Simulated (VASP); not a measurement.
# Hf (P6_3/mmc) in VASP: a series of runs, part 3 of 3

VASP 6.6.1.

### Step 5. Relaxation of cell and atoms, PBEsol, target pressure 5 GPa, at which the enthalpy is minimised

This run uses another cell than the first one, of 22.38 Å³/atom, 1.081 times its volume.

File INCAR:

```
  ALGO = Normal
  EDIFF = 1E-6
  EDIFFG = -0.005
  ENCUT = 600
  GGA = PS
  IBRION = 2
  ISIF = 3
  ISMEAR = -1
  LASPH = True
  LCHARG = False
  LREAL = False
  LWAVE = False
  NELM = 60
  NSW = 80
  PREC = Accurate
  PSTRESS = 50.0
  SIGMA = 0.05
```

File KPOINTS:

```
k-points
0
Gamma
  10 10 5
```

File POSCAR:

```
Hf
1.0
    3.1967000000      0.0000000000      0.0000000000
   -1.5983500000      2.7684234083      0.0000000000
    0.0000000000      0.0000000000      5.0578000000
Hf
2
Direct
    0.6666666667      0.3333333333      0.7500000000
    0.3333333333      0.6666666667      0.2500000000
```

Potentials or basis: VASP PAW PBE potentials, release 64 (Hf_pv).

Started as:

```console
cat potpaw_PBE.64/Hf_pv/POTCAR > POTCAR
mpirun -np 1 vasp_std > vasp.out
```

OUTCAR:

```text
EDIFF = 1E-6
   EDIFFG = -0.005
   ENCUT = 600
   GGA = PS
   IBRION = 2
   ISIF = 3
   ISMEAR = -1
   LASPH = True
   LREAL = False
   NELM = 60
   NSW = 80
   PREC = Accurate
   PSTRESS = 50.0

 ion  position               nearest neighbor table
   1  0.667  0.333  0.750-   2 3.13   2 3.13   2 3.13   2 3.13   2 3.13   2 3.13
   2  0.333  0.667  0.250-   1 3.13   1 3.13   1 3.13   1 3.13   1 3.13   1 3.13

  LATTYP: Found a hexagonal cell.
 ALAT       =     3.1967000000
 C/A-ratio  =     1.5821941377

  Lattice vectors:

 A1 = (   3.1967000000,   0.0000000000,   0.0000000000)
 A2 = (  -1.5983500000,   2.7684234083,   0.0000000000)
 A3 = (   0.0000000000,   0.0000000000,   5.0578000000)

Analysis of symmetry for initial positions (statically):
=====================================================================
 Subroutine PRICEL returns:
 Original cell was already a primitive cell.

 Routine SETGRP: Setting up the symmetry group for a
 hexagonal supercell.

 Subroutine GETGRP returns: Found 24 space group operations
 (whereof 12 operations were pure point group operations)
 out of a pool of 24 trial point group operations.

The static configuration has the point symmetry D_3d.
 The point group associated with its full space group is D_6h.

Analysis of symmetry for dynamics (positions and initial velocities):
=====================================================================
 Subroutine PRICEL returns:
 Original cell was already a primitive cell.

 Routine SETGRP: Setting up the symmetry group for a
 hexagonal supercell.

 Subroutine GETGRP returns: Found 24 space group operations
 (whereof 12 operations were pure point group operations)
 out of a pool of 24 trial point group operations.

The dynamic configuration has the point symmetry D_3d.
 The point group associated with its full space group is D_6h.

 Subroutine INISYM returns: Found 24 space group operations
 (whereof 12 operations are pure point group operations),
 and found     1 'primitive' translations

----------------------------------------------------------------------------------------

                                     Primitive cell

  volume of cell :      44.7606

  direct lattice vectors                    reciprocal lattice vectors
     3.196700000  0.000000000  0.000000000     0.312822598  0.180608211  0.000000000
    -1.598350000  2.768423408  0.000000000     0.000000000  0.361216423  0.000000000
     0.000000000  0.000000000  5.057800000     0.000000000  0.000000000  0.197714421

  length of vectors
     3.196700000  3.196700000  5.057800000     0.361216423  0.361216423  0.197714421

  position of ions in fractional coordinates (direct lattice)
     0.666666667  0.333333333  0.750000000
     0.333333333  0.666666667  0.250000000

  ion indices of the primitive-cell ions
   primitive index   ion index
                 1           1
                 2           2

----------------------------------------------------------------------------------------
[... 52 lines left out ...]
   k-points           NKPTS =     42   k-points in BZ     NKDIM =     42   number of bands    NBANDS=     14
   number of dos      NEDOS =    301   number of ions     NIONS =      2
   total plane-waves  NPLWV =  31360
   dimension x,y,z NGX =    28 NGY =   28 NGZ =   40
   dimension x,y,z NGXF=    56 NGYF=   56 NGZF=   80
   ions per type =               2
   NGX,Y,Z   is equivalent  to a cutoff of  14.56, 14.56, 13.15 a.u.
   NGXF,Y,Z  is equivalent  to a cutoff of  29.12, 29.12, 26.30 a.u.
 SYSTEM =  unknown system
   PREC   = accura    normal or accurate (medium, high low for compatibility)
   ISTART =      0    job   : 0-new  1-cont  2-samecut
   ICHARG =      2    charge: 1-file 2-atom 10-const
   ISPIN  =      1    spin polarized calculation?
   LNONCOLLINEAR =      F non collinear calculations
   LSORBIT =      F    spin-orbit coupling
   LASPH  =      T    aspherical Exc in radial PAW
   ENCUT  =  600.0 eV  44.10 Ry    6.64 a.u.   6.38  6.38 10.10*2*pi/ulx,y,z
   NELM   =     60;   NELMIN=  2; NELMDL= -5     # of ELM steps
   EDIFF  = 0.1E-05   stopping-criterion for ELM
   LREAL  =      F    real-space projection
   EDIFFG = -.5E-02   stopping-criterion for IOM
   NSW    =     80    number of steps for IOM
   IBRION =      2    ionic relax: 0-MD 1-quasi-New 2-CG
   NFREE  =      1    steps in history (QN), initial steepest desc. (CG)
   ISIF   =      3    stress and relaxation
   ISYM   =      2    0-nonsym 1-usesym 2-fastsym
   POTIM  = 0.5000    time-step for ionic-motion
   TEBEG  =    0.0;   TEEND  =   0.0 temperature during run
   PSTRESS=   50.0 pullay stress
   NELECT =      20.0000    total number of electrons
   NUPDOWN=      -1.0000    fix difference up-down
   EMIN   =  10.00;   EMAX   =-10.00  energy-range for DOS
   EFERMI =   0.00;   METHOD = LEGACY
   ISMEAR =    -1;   SIGMA  =   0.05  broadening in eV -4-tet -1-fermi 0-gaus
   EFERMI_NEDOS =   21; number of points for ismear=-14 and -15
   IALGO  =     38    algorithm
   IMIX   =      4    mixing-type and parameters
     AMIX     =   0.40;   BMIX     =  1.00
     AMIX_MAG =   1.60;   BMIX_MAG =  1.00
  volume/ion in A,a.u.               =      22.38       151.03
  Fermi-wavevector in a.u.,A,eV,Ry     =   1.251563  2.365112 21.312311  1.566411
  Thomas-Fermi vector in A             =   2.385505
   LORBIT       =      0    0 simple, 1 ext, 2 COOP (PROOUT), +10 PAW based schemes
   GGA     = PS    functional components
   LHFCALC =     F    Hartree Fock is set to
   AEXX    =    0.0000 exact exchange contribution
   IVDW    =     0    specifies the selected vdW correction
   LEPSILON=     F    determine dielectric tensor
   LRPA    =     F    only Hartree local field effects (RPA)
 conjugate gradient relaxation of ions
 non-spin polarized calculation
  energy-cutoff  :      600.00
  volume of cell :       44.76
 maximum number of plane-waves:      1518
 NGX is ok and might be reduce to    28
   NGX = 13   NGY = 13   NGZ = 21

--------------------------------------- Ionic step        1  -------------------------------------------

 number of electron      20.0000001 magnetization

 Free energy of the ion-electron system (eV)
  ---------------------------------------------------
  ext. energy  EPLUGINS =         0.00000000
  ---------------------------------------------------
  free energy    TOTEN  =       -20.99013392 eV

  energy without entropy =      -20.97922577  energy(sigma->0) =      -20.98467985

------------------------ aborting loop because EDIFF is reached ----------------------------------------

  FORCE on cell =-STRESS in cart. coord.  units (eV):
  Direction    XX          YY          ZZ          XY          YZ          ZX
  --------------------------------------------------------------------------------------
  -------------------------------------------------------------------------------------
  Total       -1.1476484     -1.1476484     -1.2930896      0.0000000      0.0000000      0.0000000
  in kB      -41.0793334    -41.0793334    -46.2853072      0.0000000      0.0000000      0.0000000
  external PRESSURE =     -92.8146580 kB  Pullay stress =      50.0000000 kB
[... 253 lines left out ...]
--------------------------------------- Ionic step        8  -------------------------------------------

 number of electron      20.0000000 magnetization

 Free energy of the ion-electron system (eV)
  ---------------------------------------------------
  ext. energy  EPLUGINS =         0.00000000
  ---------------------------------------------------
  free energy    TOTEN  =       -20.98860954 eV

  energy without entropy =      -20.98090907  energy(sigma->0) =      -20.98475930

 E-fermi :   5.2989     XC(G=0): -11.7639

 val. band max:        5.2408689129   @ k =   0.1000   0.0000   0.2000
 cond. band min:       5.3168391445   @ k =   0.0000   0.0000   0.4000
 fundamental gap:      0.0759702316
 Fermi energy:         5.2988763201

 k-point     1 :       0.0000    0.0000    0.0000
  band No.  band energies     occupation
      1     -25.6708      2.00000
      2     -24.6969      2.00000
      3     -24.6969      2.00000
      4     -24.5312      2.00000
      5     -24.5312      2.00000
      6     -24.5309      2.00000
      7      -2.3308      2.00000
      8       1.3513      2.00000
      9       6.3162      0.00000
     10       6.5049      0.00000
     11       6.5049      0.00000
     12       6.8223      0.00000
     13       7.4202      0.00000
     14       7.4202      0.00000
[... 377 lines left out ...]
      1     -25.4873      2.00000
      2     -25.3204      2.00000
      3     -25.0734      2.00000
      4     -24.9195      2.00000
      5     -24.7910      2.00000
      6     -24.7008      2.00000
      7       1.6601      2.00000
      8       2.6055      2.00000
      9       3.5381      2.00000
     10       4.1619      2.00000
     11       5.9435      0.00001
     12       6.5266      0.00000
     13       7.0915      0.00000
     14      10.4955      0.00000

 [... further k-points ...]
[... 5 lines left out ...]
  --------------------------------------------------------------------------------------
  -------------------------------------------------------------------------------------
  Total        1.2849724      1.2849724      1.2916123      0.0000000      0.0000000      0.0000000
  in kB       49.8608894     49.8608894     50.1185363      0.0000000      0.0000000      0.0000000
  external PRESSURE =      -0.0532283 kB  Pullay stress =      50.0000000 kB
[... 21 lines left out ...]
  energy  without entropy=      -20.9809090715  energy(sigma->0) =      -20.98475930

  enthalpy is  TOTEN    =       -19.7000520798 eV   P V=        1.2885574556

 reached required accuracy - stopping structural energy minimisation
```

OSZICAR:

```text
N       E                     dE             d eps       ncg     rms          rms(c)
DAV:   1     0.486147901067E+02    0.48615E+02   -0.12528E+04  1176   0.151E+03
DAV:   2    -0.197626071086E+02   -0.68377E+02   -0.67279E+02  1470   0.285E+02
DAV:   3    -0.217652508736E+02   -0.20026E+01   -0.19792E+01  1566   0.315E+01
DAV:   4    -0.217853234120E+02   -0.20073E-01   -0.20053E-01  1380   0.384E+00
[... 57 lines left out ...]
       N       E                     dE             d eps       ncg     rms          rms(c)
DAV:   1    -0.209886273918E+02    0.13557E-03   -0.11271E-03  1188   0.281E-01    0.361E-02
DAV:   2    -0.209886141569E+02    0.13235E-04   -0.19885E-05  1518   0.355E-02    0.140E-02
DAV:   3    -0.209886103076E+02    0.38494E-05   -0.41964E-06  1386   0.145E-02    0.120E-02
DAV:   4    -0.209886095354E+02    0.77222E-06   -0.13951E-06   748   0.916E-03
   8 F= -.19700052E+02 E0= -.19696202E+02  d E =-.504959E-05
```

Wall time 3.1 min (1 thread of Intel Xeon Platinum 8488C (Sapphire Rapids), shared host); peak memory 0.21 GiB.

What came out:

- Free energy: -20.9886 eV
- Relaxed volume: 20.64 Å³/atom
- Relaxed cell: a = 3.112 Å, b = 3.112 Å, c = 4.922 Å, α = 90.00°, β = 90.00°, γ = 120.00°
- Space group after relaxing (to 0.05 Å): P6_3/mmc (No. 194)
- Energy change on relaxing (the enthalpy is what falls): +0.8 meV/atom
- Ionic steps: 8
- Pressure after relaxing: 5.0 GPa
- Band gap on the k mesh: zero (band 10 reaches 6.50 eV, above the bottom of band 11 at 4.96 eV)

Step by step:
```
step  energy change (eV)  largest force (eV/Å)  pressure (GPa)  volume (Å³)
   1              0.0000                0.0000           -4.28        44.76
   2              0.3700                0.0000           23.17        36.88
   3             -0.0015                0.0000            4.67        41.39
   4              0.0013                0.0000            4.97        41.30
   5              0.0034                0.0000            5.19        41.23
   6             -0.0005                0.0000            4.79        41.36
   7              0.0014                0.0000            4.98        41.30
   8              0.0015                0.0000            4.99        41.29
```

Final structure:
```cif
data_structure
_symmetry_space_group_name_H-M 'P 1'
_symmetry_Int_Tables_number 1
_cell_length_a 3.1124
_cell_length_b 3.1124
_cell_length_c 4.9217
_cell_angle_alpha 90.000
_cell_angle_beta 90.000
_cell_angle_gamma 120.000
_cell_volume 41.29
loop_
_atom_site_label
_atom_site_type_symbol
_atom_site_fract_x
_atom_site_fract_y
_atom_site_fract_z
_atom_site_occupancy
Hf1 Hf 0.66667 0.33333 0.75000 1
Hf2 Hf 0.33333 0.66667 0.25000 1
```

Caveat: the cell is relaxed towards a set pressure, so the enthalpy falls and the energy may rise; the PAW data sets were made with another functional, which shifts forces and pressure a little; spin-orbit coupling is left out, which moves the levels of the heavy elements.

### Step 6. Relaxation of cell and atoms, PBEsol, target pressure 10 GPa, at which the enthalpy is minimised

This run uses another cell than the first one, of 22.38 Å³/atom, 1.081 times its volume.

File INCAR:

```
  PREC = Accurate
  ENCUT = 600
  EDIFF = 1E-6
  ISMEAR = -1
  SIGMA = 0.05
  LREAL = F
  LASPH = T
  NELM = 80
  ALGO = Normal
  ISIF = 3
  LWAVE = F
  LCHARG = F
  GGA = PS
  IBRION = 2
  NSW = 80
  EDIFFG = -0.005
  PSTRESS = 100.0
```

File KPOINTS:

```
regular mesh
0
Gamma
  10 10 5
```

POSCAR is that of step 5.

Potentials or basis: VASP PAW PBE potentials, release 64 (Hf_pv).

Started as:

```console
cat potpaw_PBE.64/Hf_pv/POTCAR > POTCAR
mpirun -np 1 vasp_std > vasp.out
```

Run time: 2.6 min. Hardware: 1 thread of Intel Xeon Platinum 8488C (Sapphire Rapids), shared host; peak memory 0.21 GiB.

The run converged. Its results:

```yaml
Free_energy: -20.9213 eV
Relaxed_volume: 19.92 Å³/atom
Relaxed_cell: a = 3.073 Å, b = 3.073 Å, c = 4.870 Å, α = 90.00°, β = 90.00°, γ = 120.00°
Space_group_after_relaxing_to_0.05_Å: P6_3/mmc (No. 194)
Energy_change_on_relaxing_the_enthalpy_is_what_falls: +34.4 meV/atom
Ionic_steps: 8
Pressure_after_relaxing: 10.0 GPa
Band_gap_on_the_k_mesh: zero (band 10 reaches 6.77 eV, above the bottom of band 11 at 5.22 eV)
```

The path:
```tsv
step	energy change (eV)	largest force (eV/Å)	pressure (GPa)	volume (Å³)
1	0.0000	0.0000	-4.28	44.76
2	1.1951	0.0000	47.41	33.04
3	0.0521	0.0000	8.96	40.12
4	0.0665	0.0000	9.88	39.88
5	0.0724	0.0000	10.23	39.79
6	0.0634	0.0000	9.69	39.93
7	0.0669	0.0000	9.90	39.87
8	0.0689	0.0000	10.01	39.84
```

Final structure:
```cif
data_structure
_symmetry_space_group_name_H-M 'P 1'
_symmetry_Int_Tables_number 1
_cell_length_a 3.0734
_cell_length_b 3.0734
_cell_length_c 4.8702
_cell_angle_alpha 90.000
_cell_angle_beta 90.000
_cell_angle_gamma 120.000
_cell_volume 39.84
loop_
_atom_site_label
_atom_site_type_symbol
_atom_site_fract_x
_atom_site_fract_y
_atom_site_fract_z
_atom_site_occupancy
Hf1 Hf 0.66667 0.33333 0.75000 1
Hf2 Hf 0.33333 0.66667 0.25000 1
```

Levels at points of the mesh, in eV from the Fermi level:
```tsv
k point	band 8	band 9	band 10	band 11	band 12	band 13
(0.00, 0.00, 0.00)	-4.08	1.15	1.20	1.20	1.51	2.16
(0.50, 0.00, 0.00)	-3.19	-2.60	-0.52	0.76	1.04	1.92
```

Caveat: the cell is relaxed towards a set pressure, so the enthalpy falls and the energy may rise; the PAW data sets were made with another functional, which shifts forces and pressure a little; spin-orbit coupling is left out, which moves the levels of the heavy elements.

### Step 7. The runs side by side

| task | cell | cutoff (eV) | gap on the mesh (eV) | pressure (GPa) |
| --- | --- | --- | --- | --- |
| single point | a = 3.115, b = 3.115, c = 4.929 Å, angles 90.0, 90.0, 120.0°, 2 atoms | 520 | none | 4.6 |
| single point | a = 3.160, b = 3.160, c = 4.991 Å, angles 90.0, 90.0, 120.0°, 2 atoms | 520 | none | -0.4 |
| relaxation of cell and atoms | relaxed from a = 3.197, b = 3.197, c = 5.058 Å, angles 90.0, 90.0, 120.0°, 2 atoms | 600 | none | 0.0 |
| relaxation of cell and atoms | relaxed to 5 GPa from a = 3.197, b = 3.197, c = 5.058 Å, angles 90.0, 90.0, 120.0°, 2 atoms | 600 | none | 5.0 |
| relaxation of cell and atoms | relaxed to 10 GPa from a = 3.197, b = 3.197, c = 5.058 Å, angles 90.0, 90.0, 120.0°, 2 atoms | 600 | none | 10.0 |

Alike in all rows: level PBEsol; potentials or basis VASP PAW PBE potentials, release 64 (Hf_pv); no spin polarisation; k mesh 10 × 10 × 5; smearing fermi-dirac 0.05 eV.

Caveats: the PAW data sets were made with another functional, which shifts forces and pressure a little; spin-orbit coupling is left out, which moves the levels of the heavy elements; the cell is relaxed towards a set pressure, so the enthalpy falls and the energy may rise (some runs).

Absolute energies hang on the potentials; compare differences alone.
